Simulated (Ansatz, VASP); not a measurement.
## MnSb: VASP beside Ansatz

```
Mn Sb
1.0
     0.00000    3.09009    3.09009
     3.09009    0.00000    3.09009
     3.09009    3.09009    0.00000
Mn Sb
1 1
Direct
  0.00000 0.00000 0.00000
  0.25000 0.25000 0.25000
```

Alike in both runs: functional PBE; k mesh 10 × 10 × 10; occupations fermi-dirac, width 0.03 eV; collinear spin.

Ansatz relaxed the structure, and its values are those at the end. VASP's run is a single point on that final structure, the one shown.

```csv
,VASP,Ansatz
version,VASP 6.6.1,Ansatz 0.2.0
potentials or method,"VASP PAW PBE potentials, release 64 (Mn_pv, Sb)","PAW with Ansatz's default frozen-core files, scalar-relativistic"
plane-wave cutoff (eV),520,420
valence electrons in the cell,18,30
```

|  | VASP | Ansatz | Ansatz less VASP |
| --- | --- | --- | --- |
| pressure (GPa) | -0.1 | 0.0 | +0.06 |
| net moment per atom (μB) | 2.00 | 2.00 | 0.000 |
| size of the moment on the site where the two differ most (μB) | 0.17 | 0.14 | -0.024 |

Site moments also hang on the region over which each program counts them. The functional is the same, so the differences come from potentials, cutoffs and numerics. VASP's potentials hold 18 valence electrons a cell and Ansatz's 30, so a difference there can come from the potentials and not from the codes.

Neither program's run includes spin-orbit coupling.
